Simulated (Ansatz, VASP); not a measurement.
**Mn2NiBr4 in VASP and in Ansatz**

File INCAR:

```
SYSTEM = Mn2NiBr4
ALGO = Normal ; EDIFF = 1E-6
ENCUT = 520 ; ISIF = 2
ISMEAR = -1 ; LASPH = .True.
LCHARG = .False. ; LREAL = .False.
LWAVE = .False. ; NBANDS = 77
NELM = 60 ; PREC = Accurate
SIGMA = 0.1
```

The input KPOINTS:

```
k-points
0
Gamma
  5 5 5
  0 0 0
```

File POSCAR:

```
Mn2NiBr4
1.0
    0.0000000000      5.7365990000      5.7365990000
    5.7365990000      0.0000000000      5.7365990000
    5.7365990000      5.7365990000      0.0000000000
Br Ni Mn
8 2 4
Direct
    0.3850000000      0.3850000000      0.3850000000
    0.4050000000      0.8650000000      0.8650000000
    0.3850000000      0.3850000000      0.8450000000
    0.8650000000      0.4050000000      0.8650000000
    0.8450000000      0.3850000000      0.3850000000
    0.8650000000      0.8650000000      0.8650000000
    0.3850000000      0.8450000000      0.3850000000
    0.8650000000      0.8650000000      0.4050000000
    0.0000000000      0.0000000000      0.0000000000
    0.2500000000      0.2500000000      0.2500000000
    0.6250000000      0.6250000000      0.6250000000
    0.1250000000      0.6250000000      0.6250000000
    0.6250000000      0.6250000000      0.1250000000
    0.6250000000      0.1250000000      0.6250000000
```

Input for Ansatz:

```yaml
crystal:
  lattice:
    - [0.0, 5.736599, 5.736599]
    - [5.736599, 0.0, 5.736599]
    - [5.736599, 5.736599, 0.0]
  atoms:
    - { symbol: Br, position: [0.385, 0.385, 0.385] }
    - { symbol: Br, position: [0.405, 0.865, 0.865] }
    - { symbol: Br, position: [0.385, 0.385, 0.845] }
    - { symbol: Br, position: [0.865, 0.405, 0.865] }
    - { symbol: Br, position: [0.845, 0.385, 0.385] }
    - { symbol: Br, position: [0.865, 0.865, 0.865] }
    - { symbol: Br, position: [0.385, 0.845, 0.385] }
    - { symbol: Br, position: [0.865, 0.865, 0.405] }
    - { symbol: Ni, position: [0.0, 0.0, 0.0] }
    - { symbol: Ni, position: [0.25, 0.25, 0.25] }
    - { symbol: Mn, position: [0.625, 0.625, 0.625] }
    - { symbol: Mn, position: [0.125, 0.625, 0.625] }
    - { symbol: Mn, position: [0.625, 0.625, 0.125] }
    - { symbol: Mn, position: [0.625, 0.125, 0.625] }
  symmetry: { tolerance: 0.0003 }
kpoints:
  mp_grid: { grid: [5, 5, 5], shift: [0, 0, 0] }
  band_path:
    path:
      - [0.0, 0.0, 0.0]
      - [0.5, 0.0, 0.5]
      - [0.625, 0.25, 0.625]
      - [0.375, 0.375, 0.75]
      - [0.0, 0.0, 0.0]
      - [0.5, 0.5, 0.5]
      - [0.5, 0.25, 0.75]
      - [0.5, 0.0, 0.5]
    npoints: 8
magnetization:
  spin_polarized: false
scf:
  occupations: { method: fermi_dirac }
  lower_state_search: "off"
  max_iter: 200
hamiltonian:
  pseudopotentials: { kind: paw }
  xc: lda
basis:
  ecutwfc: 420
  fft_grid_basis: typed
output:
  forces: true
  stress: true
  eigenvalues: true
  bader: true
  populations: true
  elf: true
  write_potential: true
  volumetric_format: npy
  dos:
    e_range: [-12, 8]
    de: 0.05
    projected: { site_lists: { Br: [Br], Mn: [Mn], Ni: [Ni] } }
checkpoint:
  read: saved_state
```

Alike in both runs: task single point; functional LDA; k mesh 5 × 5 × 5; no spin polarisation.

|  | VASP | Ansatz |
| --- | --- | --- |
| version | VASP 6.6.1 | Ansatz 0.2.0 |
| potentials or method | VASP PAW LDA potentials, release 64 (Br, Ni, Mn_pv), cutoff 520 eV | PAW plane waves |
| occupations | fermi-dirac, width 0.1 eV | fermi-dirac |
| valence electrons in the cell | 128 | 152 |

|  | VASP | Ansatz | Ansatz less VASP |
| --- | --- | --- | --- |
| pressure (GPa) | -13.9 | -14.0 | -0.06 |
| rms of the force components (eV/Å) | 0.188 | 0.191 | +0.0030 |

LDA's correlation is that of Perdew and Zunger in VASP and of Perdew and Wang (1992) in Ansatz. Atom by atom the forces differ by 0.003 eV/Å (rms over components). VASP's potentials hold 128 valence electrons a cell and Ansatz's 152, so a difference there can come from the potentials and not from the codes.
